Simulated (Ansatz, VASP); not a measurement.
Two plane-wave programs on N

Contents of INCAR:

```
SYSTEM = N
ALGO = Normal
EDIFF = 1E-6
ENCUT = 520
GGA = PE
ISIF = 2
ISMEAR = -1
LASPH = .TRUE.
LCHARG = .FALSE.
LREAL = .FALSE.
LWAVE = .FALSE.
NBANDS = 30
NELM = 100
PREC = Accurate
SIGMA = 0.05
```

The input KPOINTS:

```
k-points
0
G
  5 5 5
  0 0 0
```

The input POSCAR:

```
N
1.0
    5.5605176600      0.0000000000      0.0000000000
    0.0000000000      5.5605176600      0.0000000000
    0.0000000000      0.0000000000      5.5605176600
N
8
Direct
    0.0573973300      0.4426026700      0.5573973300
    0.4426026700      0.5573973300      0.0573973300
    0.5573973300      0.0573973300      0.4426026700
    0.9426026700      0.9426026700      0.9426026700
    0.9426026700      0.5573973300      0.4426026700
    0.5573973300      0.4426026700      0.9426026700
    0.4426026700      0.9426026700      0.5573973300
    0.0573973300      0.0573973300      0.0573973300
```

The input input.yaml:

```yaml
crystal:
  lattice:
    - [5.56051766, 0.0, 0.0]
    - [0.0, 5.56051766, 0.0]
    - [0.0, 0.0, 5.56051766]
  atoms:
    - { symbol: "N", position: [0.05739733, 0.44260267, 0.55739733] }
    - { symbol: "N", position: [0.44260267, 0.55739733, 0.05739733] }
    - { symbol: "N", position: [0.55739733, 0.05739733, 0.44260267] }
    - { symbol: "N", position: [0.94260267, 0.94260267, 0.94260267] }
    - { symbol: "N", position: [0.94260267, 0.55739733, 0.44260267] }
    - { symbol: "N", position: [0.55739733, 0.44260267, 0.94260267] }
    - { symbol: "N", position: [0.44260267, 0.94260267, 0.55739733] }
    - { symbol: "N", position: [0.05739733, 0.05739733, 0.05739733] }
hamiltonian:
  xc: pbe
  pseudopotentials: { kind: paw }
kpoints:
  mp_grid: { grid: [5, 5, 5] }
  band_path:
    path:
      - [[0.0, 0.0, 0.0], [0.0, 0.5, 0.0], [0.5, 0.5, 0.0], [0.0, 0.0, 0.0], [0.5, 0.5, 0.5], [0.0, 0.5, 0.0]]
      - [[0.5, 0.5, 0.0], [0.5, 0.5, 0.5]]
    npoints: 10
scf:
  occupations: { method: fermi_dirac, width: 0.05 }
  n_extra_bands: 20
output:
  forces: true
  stress: true
  eigenvalues: true
  fatbands: false
```

Alike in both runs: functional PBE; k mesh 5 × 5 × 5; occupations fermi-dirac, width 0.05 eV; no spin polarisation.

```csv
,VASP,Ansatz
version,VASP 6.6.1,Ansatz 0.2.0
potentials or method,"VASP PAW PBE potentials, release 64 (N)",Ansatz PAW
plane-wave cutoff (eV),520,420
valence electrons in the cell,40,40
task,single point,band structure
```

Ansatz gave:

```
gap on the k mesh at the Fermi level (eV) : 7.28
least direct gap on the mesh (eV)         : 7.31
pressure (GPa)                            : 0.0
rms of the force components (eV/Å)        : 0.347
```

Problem. Which values does VASP return?

Solution. gap on the k mesh at the Fermi level (eV): 7.24; least direct gap on the mesh (eV): 7.27; pressure (GPa): 2.0; rms of the force components (eV/Å): 0.608.

Atom by atom the forces differ by 0.955 eV/Å (rms over components). One of these differences is far larger than is usual between the two programs; its cause wasn't traced. With one functional, cell and mesh, what is left measures potentials, basis and numerics.

Noted on VASP's run: the standard files for N, O and F lose accuracy on very short bonds.
